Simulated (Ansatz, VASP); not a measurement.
**Two plane-wave programs on CO2**

The input INCAR:

```
PREC = Accurate
ENCUT = 520
EDIFF = 1E-6
ISMEAR = -1
SIGMA = 0.02
LREAL = F
LASPH = T
NELM = 100
ALGO = Normal
ISIF = 2
LWAVE = F
LCHARG = F
GGA = PE
NBANDS = 25
```

Contents of KPOINTS:

```
regular mesh
0
Gamma
  10 10 10
```

File POSCAR:

```
CO2
1.0
   -1.9022282532      1.9022282532      2.8875102868
    1.9022282532     -1.9022282532      2.8875102868
    1.9022282532      1.9022282532     -2.8875102868
C O
2 4
Direct
    0.0000000000      0.0000000000      0.0000000000
    0.7500000000      0.2500000000      0.5000000000
    0.3750000000      0.3043005097      0.4293005097
    0.6956994903      0.1250000000      0.0706994903
    0.8750000000      0.9456994903      0.5706994903
    0.0543005097      0.6250000000      0.9293005097
```

Input for Ansatz:

```yaml
crystal:
  lattice:
    - [-1.9022282532, 1.9022282532, 2.8875102868]
    - [1.9022282532, -1.9022282532, 2.8875102868]
    - [1.9022282532, 1.9022282532, -2.8875102868]
  atoms:
    - { symbol: C, position: [0.0, 0.0, 0.0] }
    - { symbol: C, position: [0.75, 0.25, 0.5] }
    - { symbol: O, position: [0.375, 0.3043005097, 0.4293005097] }
    - { symbol: O, position: [0.6956994903, 0.125, 0.0706994903] }
    - { symbol: O, position: [0.875, 0.9456994903, 0.5706994903] }
    - { symbol: O, position: [0.0543005097, 0.625, 0.9293005097] }
kpoints:
  mp_grid: { grid: [10, 10, 10] }
  band_path:
    path:
      - [0.0, 0.0, 0.0]
      - [0.0, 0.0, 0.5]
      - [0.25, 0.25, 0.25]
      - [0.0, 0.5, 0.0]
      - [0.5, 0.5, -0.5]
      - [0.3584971135, 0.6415028865, -0.3584971135]
      - [-0.3584971135, 0.3584971135, 0.3584971135]
      - [-0.216994227, 0.216994227, 0.5]
      - [0.5, 0.5, -0.216994227]
    npoints: 1
hamiltonian:
  xc: pbe
scf:
  occupations: { method: fermi_dirac, width: 0.02 }
  n_extra_bands: 5
output:
  forces: true
  stress: true
  eigenvalues: true
  write_density: true
  write_potential: true
  elf: true
  volumetric_format: npy
```

Change from the starting cell: hydrostatic strain -2.7%.

Alike in both runs: task single point; functional PBE; k mesh 10 × 10 × 10; occupations fermi-dirac, width 0.02 eV; no spin polarisation.

|  | VASP | Ansatz |
| --- | --- | --- |
| version | VASP 6.6.1 | Ansatz 0.2.0 |
| potentials or method | VASP PAW PBE potentials, release 64 (C, O) | plane waves, PAW |
| plane-wave cutoff (eV) | 520 | 420 |
| valence electrons in the cell | 32 | 32 |

|  | VASP | Ansatz | Ansatz less VASP |
| --- | --- | --- | --- |
| gap on the k mesh at the Fermi level (eV) | 7.74 | 7.82 | +0.080 |
| pressure (GPa) | 25.8 | 24.0 | -1.80 |
| traceless stress, the component that is largest in VASP (GPa) | 2.08 | 2.35 | +0.272 |
| rms of the force components (eV/Å) | 0.184 | 0.138 | -0.0460 |

Atom by atom the forces differ by 0.046 eV/Å (rms over components).
